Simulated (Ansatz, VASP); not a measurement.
# BaTiO3: VASP beside Ansatz

```
CELL_PARAMETERS angstrom
4.00822 0.00000 0.00000
0.00000 2.87328 2.88592
0.00000 -2.87328 2.88592
ATOMIC_POSITIONS crystal
Ba 0.00000 0.00808 0.00808
Ti 0.50000 0.51971 0.51971
O 0.00000 0.49163 0.49163
O 0.50000 0.49381 0.98300
O 0.50000 0.98300 0.49381
```

Alike in both runs: functional PBE; k mesh 8 × 8 × 8; occupations gaussian, width 0.02 eV; no spin polarisation; Hubbard terms Ti d U = 4.0 eV.

Ansatz relaxed the structure, and its values are those at the end. VASP's run is a single point on that final structure, the one shown.

```csv
,VASP,Ansatz
version,VASP 6.6.1,Ansatz 0.2.0
potentials or method,"VASP PAW PBE potentials, release 64 (Ba_sv, Ti_sv, O), cutoff 520 eV","scalar-relativistic, plane waves, PAW"
valence electrons in the cell,40,40
```

VASP gave:

```
gap on the k mesh at the Fermi level (eV) : 2.49
least direct gap on the mesh (eV)         : 2.92
pressure (GPa)                            : 3.5
rms of the force components (eV/Å)        : 0.220
```

Question: Which values does Ansatz return?

Answer: gap on the k mesh at the Fermi level (eV): 2.52; least direct gap on the mesh (eV): 2.93; pressure (GPa): 0.0; rms of the force components (eV/Å): 0.002.

The programs project onto different local orbitals, so the same U acts differently, and such runs can settle in different states.

Neither program's run includes spin-orbit coupling.
